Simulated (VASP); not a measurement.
# Rh (I4/mmm) in VASP: notebook

Rh is run at these levels: PBEsol; tasks: single point.

Everything below comes from runs of VASP 6.6.1. Logs are shortened: lines on timing, memory, paths and dates and some standing lists are left out, and cuts for length are marked.

### Step 1. The cell of the first run

The structure is tetragonal, space group I4/mmm (No. 139). Conventional cell: a = 2.689 Å, b = 2.689 Å, c = 3.879 Å, α = 90.00°, β = 90.00°, γ = 90.00°. Rh (site symmetry 4/mmm) has 12 Rh at 2.69 to 2.72 Å within 3.5 Å.

### Step 2. Single point, PBEsol (strain +0.0200 x Voigt [1, 0, 0, 0, 0, 0])

Input file INCAR:

```
PREC = Accurate ; ENCUT = 520
EDIFF = 1E-6 ; ISMEAR = 0
SIGMA = 0.15 ; LREAL = False
LASPH = True ; NELM = 60
ALGO = Fast ; ISIF = 2
LWAVE = False ; LCHARG = False
GGA = PS ; NBANDS = 14
```

Input file KPOINTS:

```
Automatic mesh
0
Gamma
  22 22 22
```

Input file POSCAR:

```
Rh
1.0
    0.0000000000      1.9015500000      1.9015500000
    1.9395810000      0.0000000000      1.9015500000
    1.9395810000      1.9015500000      0.0000000000
Rh
1
Direct
    0.0000000000      0.0000000000      0.0000000000
```

Potentials or basis: VASP PAW PBE potentials, release 64 (Rh_pv).

Launch:

```
$ cat potpaw_PBE.64/Rh_pv/POTCAR > POTCAR
$ mpirun -np 1 vasp_std > vasp.out
```

OUTCAR:

```text
PREC = Accurate
   ENCUT = 520
   EDIFF = 1E-6
   ISMEAR = 0
   LREAL = False
   LASPH = True
   NELM = 60
   ISIF = 2
   GGA = PS

 ion  position               nearest neighbor table
   1  0.000  0.000  0.000-

  LATTYP: Found a body centered tetragonal cell.
 ALAT       =     2.6891977995
 C/A-ratio  =     1.4424978336

  Lattice vectors:

 A1 = (   1.9395810000,   0.0000000000,   1.9015500000)
 A2 = (   1.9395810000,   0.0000000000,  -1.9015500000)
 A3 = (  -1.9395810000,   1.9015500000,   0.0000000000)

Analysis of symmetry for initial positions (statically):
=====================================================================
 Subroutine PRICEL returns:
 Original cell was already a primitive cell.

 Routine SETGRP: Setting up the symmetry group for a
 body centered tetragonal supercell.

 Subroutine GETGRP returns: Found 16 space group operations
 (whereof 16 operations were pure point group operations)
 out of a pool of 16 trial point group operations.

The static configuration has the point symmetry D_4h.

Analysis of symmetry for dynamics (positions and initial velocities):
=====================================================================
 Subroutine PRICEL returns:
 Original cell was already a primitive cell.

 Routine SETGRP: Setting up the symmetry group for a
 body centered tetragonal supercell.

 Subroutine GETGRP returns: Found 16 space group operations
 (whereof 16 operations were pure point group operations)
 out of a pool of 16 trial point group operations.

The dynamic configuration has the point symmetry D_4h.

 Subroutine INISYM returns: Found 16 space group operations
 (whereof 16 operations are pure point group operations),
 and found     1 'primitive' translations

----------------------------------------------------------------------------------------

                                     Primitive cell

  volume of cell :      14.0266

  direct lattice vectors                    reciprocal lattice vectors
     0.000000000  1.901550000  1.901550000    -0.257787636  0.262943388  0.262943388
     1.939581000  0.000000000  1.901550000     0.257787636 -0.262943388  0.262943388
     1.939581000  1.901550000  0.000000000     0.257787636  0.262943388 -0.262943388

  length of vectors
     2.689197800  2.716222903  2.716222903     0.452474216  0.452474216  0.452474216

  position of ions in fractional coordinates (direct lattice)
     0.000000000  0.000000000  0.000000000

  ion indices of the primitive-cell ions
   primitive index   ion index
                 1           1

----------------------------------------------------------------------------------------

 KPOINTS: Automatic mesh

Automatic generation of k-mesh.
 Grid dimensions read from file:
 generate k-points for:   22   22   22

 Generating k-lattice:

  Cartesian coordinates                     Fractional coordinates (reciprocal lattice)
    -0.011717620  0.011951972  0.011951972     0.045454545  0.000000000  0.000000000
     0.011717620 -0.011951972  0.011951972     0.000000000  0.045454545 -0.000000000
     0.011717620  0.011951972 -0.011951972     0.000000000 -0.000000000  0.045454545

  Length of vectors
     0.020567010  0.020567010  0.020567010

  Shift w.r.t. Gamma in fractional coordinates (k-lattice)
     0.000000000  0.000000000  0.000000000

 Subroutine IBZKPT returns following result:
 ===========================================

 Found    834 irreducible k-points:

 Following reciprocal coordinates:
            Coordinates               Weight
  0.000000  0.000000  0.000000      1.000000
  0.045455  0.000000  0.000000      8.000000
  0.090909  0.000000  0.000000      8.000000
  0.136364  0.000000  0.000000      8.000000
  0.181818  0.000000  0.000000      8.000000
  0.227273  0.000000  0.000000      8.000000
[... 16 lines left out ...]
  0.500000  0.045455  0.000000     16.000000
 -0.454545  0.045455 -0.000000     16.000000
 [... further k-points ...]
   k-points           NKPTS =    834   k-points in BZ     NKDIM =    834   number of bands    NBANDS=     14
   number of dos      NEDOS =    301   number of ions     NIONS =      1
   total plane-waves  NPLWV =   8000
   dimension x,y,z NGX =    20 NGY =   20 NGZ =   20
   dimension x,y,z NGXF=    40 NGYF=   40 NGZF=   40
   ions per type =               1
   NGX,Y,Z   is equivalent  to a cutoff of  12.36, 12.24, 12.24 a.u.
   NGXF,Y,Z  is equivalent  to a cutoff of  24.73, 24.48, 24.48 a.u.
 SYSTEM =  unknown system
   PREC   = accura    normal or accurate (medium, high low for compatibility)
   ISTART =      0    job   : 0-new  1-cont  2-samecut
   ICHARG =      2    charge: 1-file 2-atom 10-const
   ISPIN  =      1    spin polarized calculation?
   LNONCOLLINEAR =      F non collinear calculations
   LSORBIT =      F    spin-orbit coupling
   LASPH  =      T    aspherical Exc in radial PAW
   ENCUT  =  520.0 eV  38.22 Ry    6.18 a.u.   5.00  5.05  5.05*2*pi/ulx,y,z
   NELM   =     60;   NELMIN=  2; NELMDL= -5     # of ELM steps
   EDIFF  = 0.1E-05   stopping-criterion for ELM
   LREAL  =      F    real-space projection
   EDIFFG = 0.1E-04   stopping-criterion for IOM
   NSW    =      0    number of steps for IOM
   IBRION =     -1    ionic relax: 0-MD 1-quasi-New 2-CG
   NFREE  =      0    steps in history (QN), initial steepest desc. (CG)
   ISIF   =      2    stress and relaxation
   ISYM   =      2    0-nonsym 1-usesym 2-fastsym
   POTIM  = 0.5000    time-step for ionic-motion
   TEBEG  =    0.0;   TEEND  =   0.0 temperature during run
   PSTRESS=    0.0 pullay stress
   NELECT =      15.0000    total number of electrons
   NUPDOWN=      -1.0000    fix difference up-down
   EMIN   =  10.00;   EMAX   =-10.00  energy-range for DOS
   EFERMI =   0.00;   METHOD = LEGACY
   ISMEAR =     0;   SIGMA  =   0.15  broadening in eV -4-tet -1-fermi 0-gaus
   EFERMI_NEDOS =   21; number of points for ismear=-14 and -15
   IALGO  =     68    algorithm
   IMIX   =      4    mixing-type and parameters
     AMIX     =   0.40;   BMIX     =  1.00
     AMIX_MAG =   1.60;   BMIX_MAG =  1.00
  volume/ion in A,a.u.               =      14.03        94.66
  Fermi-wavevector in a.u.,A,eV,Ry     =   1.674123  3.163634 38.132897  2.802689
  Thomas-Fermi vector in A             =   2.758974
   LORBIT       =      0    0 simple, 1 ext, 2 COOP (PROOUT), +10 PAW based schemes
   GGA     = PS    functional components
   LHFCALC =     F    Hartree Fock is set to
   AEXX    =    0.0000 exact exchange contribution
   IVDW    =     0    specifies the selected vdW correction
   LEPSILON=     F    determine dielectric tensor
   LRPA    =     F    only Hartree local field effects (RPA)
 non-spin polarized calculation
 RMM-DIIS sequential band-by-band and
 Gauss-broadening in eV      SIGMA  =   0.15
  energy-cutoff  :      520.00
  volume of cell :       14.03
 maximum number of plane-waves:       388
   NGX =  9   NGY =  9   NGZ =  9

 number of electron      15.0000002 magnetization

 Free energy of the ion-electron system (eV)
  ---------------------------------------------------
  ext. energy  EPLUGINS =         0.00000000
  ---------------------------------------------------
  free energy    TOTEN  =        -8.12565298 eV

  energy without entropy =       -8.11018920  energy(sigma->0) =       -8.11792109

 E-fermi :  11.3861     XC(G=0): -14.0897

 val. band max:       11.3837793785   @ k =   0.3636  -0.2273   0.1364
 cond. band min:      11.3867209886   @ k =  -0.0455   0.3636   0.3182
 fundamental gap:      0.0029416101
 Fermi energy:        11.3861132979

 k-point     1 :       0.0000    0.0000    0.0000
  band No.  band energies     occupation
      1     -34.9177      2.00000
      2     -34.9068      2.00000
      3     -34.9068      2.00000
      4       3.4849      2.00000
      5       8.2497      2.00000
      6       8.4616      2.00000
      7       8.4616      2.00000
      8      10.3052      2.00000
      9      10.5612      2.00000
     10      27.3446      0.00000
     11      31.8141      0.00000
     12      32.2856      0.00000
     13      32.8727      0.00000
     14      32.8727      0.00000

 k-point     2 :       0.0455    0.0000    0.0000
  band No.  band energies     occupation
      1     -34.9270      2.00000
      2     -34.9140      2.00000
      3     -34.9085      2.00000
      4       3.5671      2.00000
      5       8.2563      2.00000
      6       8.4504      2.00000
      7       8.4937      2.00000
      8      10.2892      2.00000
      9      10.5407      2.00000
     10      27.4627      0.00000
     11      31.8104      0.00000
     12      32.0751      0.00000
     13      32.7143      0.00000
     14      32.9914      0.00000

 k-point     3 :       0.0909    0.0000    0.0000
  band No.  band energies     occupation
      1     -34.9671      2.00000
      2     -34.9221      2.00000
      3     -34.9136      2.00000
      4       3.8073      2.00000
      5       8.2202      2.00000
      6       8.4760      2.00000
      7       8.5829      2.00000
      8      10.2520      2.00000
      9      10.4885      2.00000
     10      27.7908      0.00000
     11      31.0670      0.00000
     12      31.8177      0.00000
     13      32.9592      0.00000
     14      33.3392      0.00000
[... 324 lines left out ...]
 k-point    23 :       0.5000    0.0455    0.0000
  band No.  band energies     occupation
      1     -35.5918      2.00000
      2     -35.0239      2.00000
      3     -35.0000      2.00000
      4       5.4526      2.00000
      5       8.2349      2.00000
      6       8.4129      2.00000
      7      11.1256      1.98596
      8      11.9766      0.00000
      9      12.8615      0.00000
     10      19.8072      0.00000
     11      26.9404      0.00000
     12      31.8137      0.00000
     13      32.0928      0.00000
     14      32.4088      0.00000

 k-point    24 :      -0.4545    0.0455   -0.0000
  band No.  band energies     occupation
      1     -35.5869      2.00000
      2     -35.0227      2.00000
      3     -34.9999      2.00000
      4       5.4598      2.00000
      5       8.2397      2.00000
      6       8.4220      2.00000
      7      11.1100      1.99077
      8      11.8823      0.00000
      9      12.8037      0.00000
     10      19.9567      0.00000
     11      26.9717      0.00000
     12      31.8129      0.00000
     13      32.1070      0.00000
     14      32.5217      0.00000

 [... further k-points ...]
[... 5 lines left out ...]
  --------------------------------------------------------------------------------------
  -------------------------------------------------------------------------------------
  Total       -1.1652054     -0.7560731     -0.7560731      0.0000000      0.0000000      0.0000000
  in kB     -133.0943607    -86.3616595    -86.3616595      0.0000000      0.0000000      0.0000000
  external PRESSURE =    -101.9392266 kB  Pullay stress =       0.0000000 kB

 VOLUME and BASIS-vectors are now :
 -----------------------------------------------------------------------------
  energy-cutoff  :      520.00
  volume of cell :       14.03
      direct lattice vectors                 reciprocal lattice vectors
     0.000000000  1.901550000  1.901550000    -0.257787636  0.262943388  0.262943388
     1.939581000  0.000000000  1.901550000     0.257787636 -0.262943388  0.262943388
     1.939581000  1.901550000  0.000000000     0.257787636  0.262943388 -0.262943388

 POSITION                                       TOTAL-FORCE (eV/Angst)
 -----------------------------------------------------------------------------------
      0.00000      0.00000      0.00000         0.000000      0.000000     -0.000000
 -----------------------------------------------------------------------------------
    total drift:                                0.000000     -0.000000      0.000000

  FREE ENERGIE OF THE ION-ELECTRON SYSTEM (eV)
  ---------------------------------------------------
  free  energy   TOTEN  =        -8.1256529781 eV

  energy  without entropy=       -8.1101892002  energy(sigma->0) =       -8.11792109
```

It took 62 s on 1 thread of Intel Xeon 6975P-C (Granite Rapids), shared host; peak memory 0.25 GiB.

What came out:

- Free energy: -8.1257 eV
- Pressure: -10.2 GPa

Caveat: the cell differs from its parent crystal (strain +0.0200 x Voigt [1, 0, 0, 0, 0, 0]); the PAW data sets were made with another functional, which shifts forces and pressure a little.

### Step 3. Single point, PBEsol (strain +0.0300 x Voigt [1, 0, 0, 0, 0, 0])

Input file INCAR:

```
SYSTEM = Rh
PREC = Accurate
ENCUT = 520
EDIFF = 1E-6
ISMEAR = 0
SIGMA = 0.15
LREAL = .False.
LASPH = .True.
NELM = 80
ALGO = Fast
ISIF = 2
LWAVE = .False.
LCHARG = .False.
GGA = PS
NBANDS = 14
```

Input file KPOINTS:

```
Automatic mesh
0
Gamma
  22 22 22
  0 0 0
```

Input file POSCAR:

```
Rh
1.0
    0.0000000000      1.9015500000      1.9015500000
    1.9585965000      0.0000000000      1.9015500000
    1.9585965000      1.9015500000      0.0000000000
Rh
1
Direct
    0.0000000000      0.0000000000      0.0000000000
```

Potentials or basis: VASP PAW PBE potentials, release 64 (Rh_pv).

Launch:

```
$ cat potpaw_PBE.64/Rh_pv/POTCAR > POTCAR
$ mpirun -np 1 vasp_std > vasp.out
```

OUTCAR:

```text
SYSTEM = Rh
   PREC = Accurate
   ENCUT = 520
   EDIFF = 1E-6
   ISMEAR = 0
   LREAL = .False.
   LASPH = .True.
   NELM = 80
   ISIF = 2
   GGA = PS

 ion  position               nearest neighbor table
   1  0.000  0.000  0.000-

  LATTYP: Found a body centered tetragonal cell.
 ALAT       =     2.6891977995
 C/A-ratio  =     1.4566399692

  Lattice vectors:

 A1 = (   1.9585965000,   0.0000000000,   1.9015500000)
 A2 = (   1.9585965000,   0.0000000000,  -1.9015500000)
 A3 = (  -1.9585965000,   1.9015500000,   0.0000000000)

Analysis of symmetry for initial positions (statically):
=====================================================================
 Subroutine PRICEL returns:
 Original cell was already a primitive cell.

 Routine SETGRP: Setting up the symmetry group for a
 body centered tetragonal supercell.

 Subroutine GETGRP returns: Found 16 space group operations
 (whereof 16 operations were pure point group operations)
 out of a pool of 16 trial point group operations.

The static configuration has the point symmetry D_4h.

Analysis of symmetry for dynamics (positions and initial velocities):
=====================================================================
[... 163 lines left out ...]

 k-point     1 :       0.0000    0.0000    0.0000
  band No.  band energies     occupation
      1     -35.0784      2.00000
      2     -35.0625      2.00000
      3     -35.0625      2.00000
      4       3.3821      2.00000
      5       8.0541      2.00000
      6       8.3686      2.00000
      7       8.3686      2.00000
      8      10.0805      2.00000
      9      10.4590      2.00000
     10      27.1828      0.00000
     11      31.6685      0.00000
     12      31.8835      0.00000
     13      32.7407      0.00000
     14      32.7407      0.00000
[... 377 lines left out ...]
      1     -35.7219      2.00000
      2     -35.1825      2.00000
      3     -35.1486      2.00000
      4       5.3640      2.00000
      5       8.0678      2.00000
      6       8.3406      2.00000
      7      10.9395      1.98939
      8      11.7107      0.00000
      9      12.6136      0.00000
     10      19.6913      0.00000
     11      26.7864      0.00000
     12      31.6658      0.00000
     13      31.8126      0.00000
     14      32.2966      0.00000

 [... further k-points ...]
[... 5 lines left out ...]
  --------------------------------------------------------------------------------------
  -------------------------------------------------------------------------------------
  Total       -1.4974654     -0.8961505     -0.8961505      0.0000000      0.0000000      0.0000000
  in kB     -169.3857693   -101.3680455   -101.3680455      0.0000000      0.0000000      0.0000000
  external PRESSURE =    -124.0406201 kB  Pullay stress =       0.0000000 kB

 VOLUME and BASIS-vectors are now :
 -----------------------------------------------------------------------------
  energy-cutoff  :      520.00
  volume of cell :       14.16
      direct lattice vectors                 reciprocal lattice vectors
     0.000000000  1.901550000  1.901550000    -0.255284843  0.262943388  0.262943388
     1.958596500  0.000000000  1.901550000     0.255284843 -0.262943388  0.262943388
     1.958596500  1.901550000  0.000000000     0.255284843  0.262943388 -0.262943388

 POSITION                                       TOTAL-FORCE (eV/Angst)
 -----------------------------------------------------------------------------------
      0.00000      0.00000      0.00000        -0.000000      0.000000      0.000000
 -----------------------------------------------------------------------------------
    total drift:                                0.000000      0.000000     -0.000000

  FREE ENERGIE OF THE ION-ELECTRON SYSTEM (eV)
  ---------------------------------------------------
  free  energy   TOTEN  =        -8.1128076549 eV

  energy  without entropy=       -8.0970839096  energy(sigma->0) =       -8.10494578
```

OSZICAR:

```text
N       E                     dE             d eps       ncg     rms          rms(c)
DAV:   1     0.119434413430E+03    0.11943E+03   -0.87404E+03 23498   0.114E+03
DAV:   2    -0.717202686266E+01   -0.12661E+03   -0.12092E+03 25710   0.339E+02
DAV:   3    -0.874762467344E+01   -0.15756E+01   -0.15730E+01 28260   0.416E+01
DAV:   4    -0.875358345541E+01   -0.59588E-02   -0.59583E-02 27126   0.262E+00
DAV:   5    -0.875363653455E+01   -0.53079E-04   -0.53079E-04 27818   0.219E-01    0.103E+01
RMM:   6    -0.813407672157E+01    0.61956E+00   -0.10383E+00 25088   0.987E+00    0.308E+00
RMM:   7    -0.811727153160E+01    0.16805E-01   -0.33059E-02 26029   0.195E+00    0.145E+00
RMM:   8    -0.811318837300E+01    0.40832E-02   -0.70132E-03 27680   0.964E-01    0.235E-01
RMM:   9    -0.811279927614E+01    0.38910E-03   -0.82754E-04 28609   0.314E-01    0.101E-02
RMM:  10    -0.811280846161E+01   -0.91855E-05   -0.89532E-05 28511   0.118E-01    0.929E-03
RMM:  11    -0.811280765488E+01    0.80673E-06   -0.37693E-06 25277   0.233E-02
   1 F= -.81128077E+01 E0= -.81049458E+01  d E =-.157237E-01
```

stdout:

```text
POSCAR found type information on POSCAR Rh
 POSCAR found :  1 types and       1 ions
 scaLAPACK will be used
 -----------------------------------------------------------------------------
|                                                                             |
|                                                                             |
|     You enforced a specific xc type in the INCAR file but a different       |
|     I HOPE YOU KNOW WHAT YOU ARE DOING!                                     |
|                                                                             |
 -----------------------------------------------------------------------------

 LDA part: xc-table for (Slater+PW92), standard interpolation
 POSCAR, INCAR and KPOINTS ok, starting setup
 FFT: planning ... GRIDC
 FFT: planning ... GRID_SOFT
 FFT: planning ... GRID
 WAVECAR not read
 entering main loop
WARNING in EDDRMM: call to ZHEGV failed, returncode =   8  4     13
```

It took 60 s on 1 thread of Intel Xeon 6975P-C (Granite Rapids), shared host; peak memory 0.25 GiB.

Results:

- Free energy: -8.1128 eV
- Pressure: -12.4 GPa

Stress tensor (GPa, compression positive):
```
-16.94   0.00   0.00
  0.00 -10.14   0.00
  0.00   0.00 -10.14
```

Caveat: the cell differs from its parent crystal (strain +0.0300 x Voigt [1, 0, 0, 0, 0, 0]); the PAW data sets were made with another functional, which shifts forces and pressure a little.
